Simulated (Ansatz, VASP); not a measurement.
# Two plane-wave programs on CsNiN

```xyz
3
Lattice="5.4621 0.0000 0.0000 -2.7311 4.7303 0.0000 0.0000 0.0000 3.4001" Properties=species:S:1:pos:R:3 pbc="T T T"
Cs    2.7311    1.5768    1.7000
Ni    0.0000    3.1536    0.0000
N     0.0000    3.1536    1.7000
```

Alike in both runs: task single point; functional PBE; k mesh 6 × 6 × 8; occupations fermi-dirac, width 0.05 eV; collinear spin.

```csv
,VASP,Ansatz
version,VASP 6.6.1,Ansatz 0.2.0
potentials or method,"VASP PAW PBE potentials, release 64 (Cs_sv, Ni, N)",Ansatz PAW
plane-wave cutoff (eV),520,420
valence electrons in the cell,24,32
```

Ansatz gave:

| Property | Result |
| --- | --- |
| gap on the k mesh at the Fermi level (eV) | none |
| pressure (GPa) | 2.0 |
| traceless stress, the component that is largest in VASP (GPa) | 2.59 |
| net moment per atom (μB) | 0.13 |
| size of the moment on the site where the two differ most (μB) | 0.19 |

Q: What did VASP give for the same quantities?

A: gap on the k mesh at the Fermi level (eV): none; pressure (GPa): 2.1; traceless stress, the component that is largest in VASP (GPa): 2.64; net moment per atom (μB): 0.12; size of the moment on the site where the two differ most (μB): 0.21.

Site moments also hang on the region over which each program counts them. A gap of «none» marks a metal or a gap that the smearing closes. The functional is the same, so the differences come from potentials, cutoffs and numerics. VASP's potentials hold 24 valence electrons a cell and Ansatz's 32, so a difference there can come from the potentials and not from the codes.

Spin-orbit coupling is off throughout.
